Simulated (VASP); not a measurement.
Ba: single point with PBE

The system is Ba, a slab with vacuum.

```xyz
2
Lattice="3.9100 0.0000 0.0000 -1.9550 3.6500 0.0000 0.0000 0.0000 20.7000" Properties=species:S:1:pos:R:3 pbc="T T T"
Ba    0.0000    0.0000    7.5000
Ba    0.0000    0.0000   13.2000
```

```yaml
Program: VASP 6.6.1
Task: single point
Functional: PBE
Potentials_or_basis: VASP PAW PBE potentials, release 64 (Ba_sv)
Cutoff: 520 eV
k_mesh: 8 × 8 × 1
Occupations: fermi-dirac, width 0.05 eV
Spin: no spin polarisation
```

```json
{
 "Largest force": "0.193 eV/Å",
 "Band gap on the k mesh": "zero (band 10 reaches 0.04 eV, above the bottom of band 11 at -0.77 eV)"
}
```

Forces on the atoms (eV/Å):
```
Ba   0.000  0.000  0.193
Ba   0.000  0.000 -0.193
```

Levels at points of the mesh, in eV from the Fermi level:
```
           k point  band 7  band 8  band 9  band 10  band 11  band 12  band 13  band 14
(0.00, 0.00, 0.00)  -13.82  -13.82   -2.26    -1.98    -0.13     0.32     0.34     1.48
(0.50, 0.00, 0.00)  -14.09  -14.09   -0.74    -0.67    -0.10     0.24     1.62     1.93
(0.00, 0.50, 0.00)  -13.95  -13.95   -0.71    -0.63    -0.16     0.20     1.33     1.55
```

Run time: 2.1 min on 1 thread of Intel Xeon 6975P-C, with other jobs on the host, peak memory 0.44 GiB.

Caveat: spin-orbit coupling is left out, which moves the levels of the heavy elements.
